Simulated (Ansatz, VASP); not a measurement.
**Two plane-wave programs on SnO**

```
CELL_PARAMETERS angstrom
3.34858 -0.09301 -0.16406
-0.15730 5.88686 -0.11608
-0.20645 -0.08637 3.82554
ATOMIC_POSITIONS crystal
Sn 0.00581 0.24390 0.51156
Sn 0.51307 0.76739 0.01190
O 0.99775 0.89407 0.72605
O 0.48337 0.09465 0.25049
```

Change from the starting cell: all atoms moved at random (sigma 0.06 Å a component), cell strained at random (sigma 0.05).

Alike in both runs: task single point; functional LDA; k mesh 8 × 6 × 6; occupations gaussian, width 0.05 eV; no spin polarisation.

|  | VASP | Ansatz |
| --- | --- | --- |
| version | VASP 6.6.1 | Ansatz 0.2.0 |
| potentials or method | VASP PAW LDA potentials, release 64 (Sn_d, O), cutoff 520 eV | scalar-relativistic, plane waves, PAW |
| valence electrons in the cell | 40 | 40 |

|  | VASP | Ansatz | Ansatz less VASP |
| --- | --- | --- | --- |
| gap on the k mesh at the Fermi level (eV) | 1.19 | 1.21 | +0.021 |
| least direct gap on the mesh (eV) | 2.07 | 2.09 | +0.025 |
| pressure (GPa) | -3.3 | -3.6 | -0.30 |
| traceless stress, the component that is largest in VASP (GPa) | 3.63 | 3.58 | -0.045 |
| rms of the force components (eV/Å) | 0.449 | 0.473 | +0.0241 |

LDA's correlation is that of Perdew and Zunger in VASP and of Perdew and Wang (1992) in Ansatz. Atom by atom the forces differ by 0.045 eV/Å (rms over components).
